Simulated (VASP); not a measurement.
# Pb (Fm-3m) in VASP: notebook, part 3 of 3

VASP 6.6.1.

## Step 4: Single point, LDA (volume scaled by 0.98)

The input, INCAR:

```
SYSTEM = Pb
PREC = Accurate ; ENCUT = 520
EDIFF = 1E-6 ; ISMEAR = 0
SIGMA = 0.15 ; LREAL = .FALSE.
LASPH = .TRUE. ; NELM = 60
ALGO = Fast ; ISIF = 2
LWAVE = .FALSE. ; LCHARG = .FALSE.
NBANDS = 13
```

The input, KPOINTS:

```
Automatic mesh
0
G
  9 9 9
  0 0 0
```

The input, POSCAR:

```
Pb
1.0
    0.0000000000      2.4584086270      2.4584086270
    2.4584086270      0.0000000000      2.4584086270
    2.4584086270      2.4584086270      0.0000000000
Pb
1
Direct
    0.0000000000      0.0000000000      0.0000000000
```

Potentials or basis: VASP PAW LDA potentials, release 64 (Pb_d).

The run is started by

```console
> cat potpaw_LDA.64/Pb_d/POTCAR > POTCAR
> mpirun -np 1 vasp_std > vasp.out
```

OUTCAR:

```text
SYSTEM = Pb
   PREC = Accurate
   ENCUT = 520
   EDIFF = 1E-6
   ISMEAR = 0
   LREAL = .FALSE.
   LASPH = .TRUE.
   NELM = 60
   ISIF = 2

 ion  position               nearest neighbor table
   1  0.000  0.000  0.000-

  LATTYP: Found a face centered cubic cell.
 ALAT       =     4.9168172540

  Lattice vectors:

 A1 = (   0.0000000000,   2.4584086270,   2.4584086270)
 A2 = (   2.4584086270,   0.0000000000,   2.4584086270)
 A3 = (   2.4584086270,   2.4584086270,   0.0000000000)

Analysis of symmetry for initial positions (statically):
[... 5 lines left out ...]
 face centered cubic supercell.

 Subroutine GETGRP returns: Found 48 space group operations
 (whereof 48 operations were pure point group operations)
 out of a pool of 48 trial point group operations.

The static configuration has the point symmetry O_h .

Analysis of symmetry for dynamics (positions and initial velocities):
[... 5 lines left out ...]
 face centered cubic supercell.

 Subroutine GETGRP returns: Found 48 space group operations
 (whereof 48 operations were pure point group operations)
 out of a pool of 48 trial point group operations.

The dynamic configuration has the point symmetry O_h .

 Subroutine INISYM returns: Found 48 space group operations
 (whereof 48 operations are pure point group operations),
 and found     1 'primitive' translations

----------------------------------------------------------------------------------------

                                     Primitive cell

  volume of cell :      29.7161

  direct lattice vectors                    reciprocal lattice vectors
     0.000000000  2.458408627  2.458408627    -0.203383601  0.203383601  0.203383601
     2.458408627  0.000000000  2.458408627     0.203383601 -0.203383601  0.203383601
     2.458408627  2.458408627  0.000000000     0.203383601  0.203383601 -0.203383601

  length of vectors
     3.476714822  3.476714822  3.476714822     0.352270731  0.352270731  0.352270731

  position of ions in fractional coordinates (direct lattice)
     0.000000000  0.000000000  0.000000000

  ion indices of the primitive-cell ions
   primitive index   ion index
                 1           1

----------------------------------------------------------------------------------------

 KPOINTS: Automatic mesh

Automatic generation of k-mesh.
 Grid dimensions read from file:
 generate k-points for:    9    9    9

 Generating k-lattice:

  Cartesian coordinates                     Fractional coordinates (reciprocal lattice)
    -0.022598178  0.022598178  0.022598178     0.111111111  0.000000000  0.000000000
     0.022598178 -0.022598178  0.022598178     0.000000000  0.111111111  0.000000000
     0.022598178  0.022598178 -0.022598178     0.000000000  0.000000000  0.111111111

  Length of vectors
     0.039141192  0.039141192  0.039141192

  Shift w.r.t. Gamma in fractional coordinates (k-lattice)
     0.000000000  0.000000000  0.000000000

 Subroutine IBZKPT returns following result:
 ===========================================

 Found     35 irreducible k-points:

 Following reciprocal coordinates:
            Coordinates               Weight
  0.000000  0.000000  0.000000      1.000000
  0.111111  0.000000  0.000000      8.000000
  0.222222  0.000000  0.000000      8.000000
  0.333333  0.000000  0.000000      8.000000
  0.444444  0.000000  0.000000      8.000000
  0.111111  0.111111  0.000000      6.000000
[... 16 lines left out ...]
 -0.333333  0.333333  0.000000     12.000000
  0.444444  0.444444  0.000000      6.000000
 [... further k-points ...]
   k-points           NKPTS =     35   k-points in BZ     NKDIM =     35   number of bands    NBANDS=     13
   number of dos      NEDOS =    301   number of ions     NIONS =      1
   total plane-waves  NPLWV =  21952
   dimension x,y,z NGX =    28 NGY =   28 NGZ =   28
   dimension x,y,z NGXF=    56 NGYF=   56 NGZF=   56
   ions per type =               1
   NGX,Y,Z   is equivalent  to a cutoff of  13.39, 13.39, 13.39 a.u.
   NGXF,Y,Z  is equivalent  to a cutoff of  26.78, 26.78, 26.78 a.u.
 SYSTEM =  Pb
   PREC   = accura    normal or accurate (medium, high low for compatibility)
   ISTART =      0    job   : 0-new  1-cont  2-samecut
   ICHARG =      2    charge: 1-file 2-atom 10-const
   ISPIN  =      1    spin polarized calculation?
   LNONCOLLINEAR =      F non collinear calculations
   LSORBIT =      F    spin-orbit coupling
   LASPH  =      T    aspherical Exc in radial PAW
   ENCUT  =  520.0 eV  38.22 Ry    6.18 a.u.   6.46  6.46  6.46*2*pi/ulx,y,z
   NELM   =     60;   NELMIN=  2; NELMDL= -5     # of ELM steps
   EDIFF  = 0.1E-05   stopping-criterion for ELM
   LREAL  =      F    real-space projection
   EDIFFG = 0.1E-04   stopping-criterion for IOM
   NSW    =      0    number of steps for IOM
   IBRION =     -1    ionic relax: 0-MD 1-quasi-New 2-CG
   NFREE  =      0    steps in history (QN), initial steepest desc. (CG)
   ISIF   =      2    stress and relaxation
   ISYM   =      2    0-nonsym 1-usesym 2-fastsym
   POTIM  = 0.5000    time-step for ionic-motion
   TEBEG  =    0.0;   TEEND  =   0.0 temperature during run
   PSTRESS=    0.0 pullay stress
   NELECT =      14.0000    total number of electrons
   NUPDOWN=      -1.0000    fix difference up-down
   EMIN   =  10.00;   EMAX   =-10.00  energy-range for DOS
   EFERMI =   0.00;   METHOD = LEGACY
   ISMEAR =     0;   SIGMA  =   0.15  broadening in eV -4-tet -1-fermi 0-gaus
   EFERMI_NEDOS =   21; number of points for ismear=-14 and -15
   IALGO  =     68    algorithm
   IMIX   =      4    mixing-type and parameters
     AMIX     =   0.40;   BMIX     =  1.00
     AMIX_MAG =   1.60;   BMIX_MAG =  1.00
  volume/ion in A,a.u.               =      29.72       200.53
  Fermi-wavevector in a.u.,A,eV,Ry     =   1.273855  2.407238 22.078274  1.622707
  Thomas-Fermi vector in A             =   2.406656
   LORBIT       =      0    0 simple, 1 ext, 2 COOP (PROOUT), +10 PAW based schemes
   GGA     = CA    functional components
   LHFCALC =     F    Hartree Fock is set to
   AEXX    =    0.0000 exact exchange contribution
   IVDW    =     0    specifies the selected vdW correction
   LEPSILON=     F    determine dielectric tensor
   LRPA    =     F    only Hartree local field effects (RPA)
 non-spin polarized calculation
 RMM-DIIS sequential band-by-band and
 Gauss-broadening in eV      SIGMA  =   0.15
  energy-cutoff  :      520.00
  volume of cell :       29.72
 maximum number of plane-waves:       821
 NGX is ok and might be reduce to    28
   NGX = 13   NGY = 13   NGZ = 13

 number of electron      13.9999999 magnetization

 Free energy of the ion-electron system (eV)
  ---------------------------------------------------
  ext. energy  EPLUGINS =         0.00000000
  ---------------------------------------------------
  free energy    TOTEN  =        -4.27112327 eV

  energy without entropy =       -4.26722927  energy(sigma->0) =       -4.26917627

 E-fermi :   7.0798     XC(G=0): -10.5526

 val. band max:        6.8562018803   @ k =  -0.3333   0.3333   0.1111
 cond. band min:       7.0821839245   @ k =  -0.2222   0.3333   0.1111
 fundamental gap:      0.2259820442
 Fermi energy:         7.0798476315

 k-point     1 :       0.0000    0.0000    0.0000
  band No.  band energies     occupation
      1      -9.7900      2.00000
      2      -9.7900      2.00000
      3      -9.7900      2.00000
      4      -9.6380      2.00000
      5      -9.6380      2.00000
      6      -4.6681      2.00000
      7      14.7448      0.00000
      8      14.7448      0.00000
      9      14.7448      0.00000
     10      17.0755      0.00000
     11      18.9633      0.00000
     12      19.9005      0.00000
     13      19.9005      0.00000

 k-point     2 :       0.1111    0.0000    0.0000
  band No.  band energies     occupation
      1      -9.7908      2.00000
      2      -9.7723      2.00000
      3      -9.7723      2.00000
      4      -9.6382      2.00000
      5      -9.6382      2.00000
      6      -4.4254      2.00000
      7      12.3726      0.00000
      8      14.4602      0.00000
      9      14.4602      0.00000
     10      16.7174      0.00000
     11      19.8460      0.00000
[... 339 lines left out ...]
 k-point    24 :       0.4444    0.4444    0.0000
  band No.  band energies     occupation
      1      -9.9611      2.00000
      2      -9.8632      2.00000
      3      -9.5092      2.00000
      4      -9.4686      2.00000
      5      -9.4686      2.00000
      6       0.0548      2.00000
      7       4.4681      2.00000
      8       9.3740      0.00000
      9       9.3740      0.00000
     10      12.8602      0.00000
     11      14.0706      0.00000
     12      25.5673      0.00000
     13      27.4154      0.00000

 [... further k-points ...]
[... 5 lines left out ...]
  --------------------------------------------------------------------------------------
  -------------------------------------------------------------------------------------
  Total       -0.2049833     -0.2049833     -0.2049833      0.0000000      0.0000000      0.0000000
  in kB      -11.0518968    -11.0518968    -11.0518968      0.0000000      0.0000000      0.0000000
  external PRESSURE =     -11.0518968 kB  Pullay stress =       0.0000000 kB

 VOLUME and BASIS-vectors are now :
 -----------------------------------------------------------------------------
  energy-cutoff  :      520.00
  volume of cell :       29.72
      direct lattice vectors                 reciprocal lattice vectors
     0.000000000  2.458408627  2.458408627    -0.203383601  0.203383601  0.203383601
     2.458408627  0.000000000  2.458408627     0.203383601 -0.203383601  0.203383601
     2.458408627  2.458408627  0.000000000     0.203383601  0.203383601 -0.203383601

 POSITION                                       TOTAL-FORCE (eV/Angst)
 -----------------------------------------------------------------------------------
      0.00000      0.00000      0.00000         0.000000      0.000000     -0.000000
 -----------------------------------------------------------------------------------
    total drift:                               -0.000000     -0.000000     -0.000000

  FREE ENERGIE OF THE ION-ELECTRON SYSTEM (eV)
  ---------------------------------------------------
  free  energy   TOTEN  =        -4.2711232718 eV

  energy  without entropy=       -4.2672292684  energy(sigma->0) =       -4.26917627
```

OSZICAR:

```text
N       E                     dE             d eps       ncg     rms          rms(c)
DAV:   1     0.108910132203E+03    0.10891E+03   -0.70302E+03   915   0.124E+03
DAV:   2     0.113082981462E+01   -0.10778E+03   -0.10419E+03   940   0.314E+02
DAV:   3    -0.416030161706E+01   -0.52911E+01   -0.52722E+01  1141   0.757E+01
DAV:   4    -0.428195697942E+01   -0.12166E+00   -0.12163E+00  1150   0.120E+01
DAV:   5    -0.428707913704E+01   -0.51222E-02   -0.51220E-02  1296   0.233E+00    0.564E-01
RMM:   6    -0.427455737562E+01    0.12522E-01   -0.12425E-02  1087   0.161E+00    0.274E-01
RMM:   7    -0.427123298624E+01    0.33244E-02   -0.74620E-03  1103   0.954E-01    0.828E-02
RMM:   8    -0.427107637186E+01    0.15661E-03   -0.13877E-03  1340   0.558E-01    0.118E-02
RMM:   9    -0.427111557377E+01   -0.39202E-04   -0.40916E-04  1318   0.192E-01    0.118E-02
RMM:  10    -0.427112127409E+01   -0.57003E-05   -0.11004E-04  1178   0.188E-01    0.102E-02
RMM:  11    -0.427112129887E+01   -0.24775E-07   -0.51385E-05  1347   0.846E-02    0.110E-03
RMM:  12    -0.427112298957E+01   -0.16907E-05   -0.16437E-05  1034   0.413E-02    0.110E-03
RMM:  13    -0.427112327181E+01   -0.28223E-06   -0.22087E-06   715   0.221E-02
   1 F= -.42711233E+01 E0= -.42691763E+01  d E =-.389400E-02
```

stdout:

```text
POSCAR found type information on POSCAR Pb
 POSCAR found :  1 types and       1 ions
 scaLAPACK will be used
 LDA part: xc-table for (Slater(with rela. corr.)+CA(PZ))
 , standard interpolation
 POSCAR, INCAR and KPOINTS ok, starting setup
 FFT: planning ... GRIDC
 FFT: planning ... GRID_SOFT
 FFT: planning ... GRID
 WAVECAR not read
 entering main loop
```

It took 21 s on 1 thread of Intel Xeon 8259CL, shared host; peak memory 0.14 GiB.

Results:

```yaml
Free_energy: -4.2711 eV
Pressure: -1.1 GPa
Band_gap_on_the_k_mesh: zero (band 7 reaches 14.74 eV, above the bottom of band 8 at 5.65 eV)
```

Caveat: spin-orbit coupling is left out, which moves the levels of the heavy elements.

## Step 5: Overview

| cell | gap on the mesh (eV) | pressure (GPa) |
| --- | --- | --- |
| a = 3.429 Å, angles 60.0°, 1 atom | none | 1.1 |
| a = 3.453 Å, angles 60.0°, 1 atom | none | -0.2 |
| a = 3.477 Å, angles 60.0°, 1 atom | none | -1.1 |

Alike in all rows: task single point; level LDA; potentials or basis VASP PAW LDA potentials, release 64 (Pb_d); no spin polarisation; k mesh 9 × 9 × 9; cutoff (eV) 520; smearing gaussian 0.15 eV.

Caveats: spin-orbit coupling is left out, which moves the levels of the heavy elements.

Absolute energies hang on the potentials; compare differences alone.
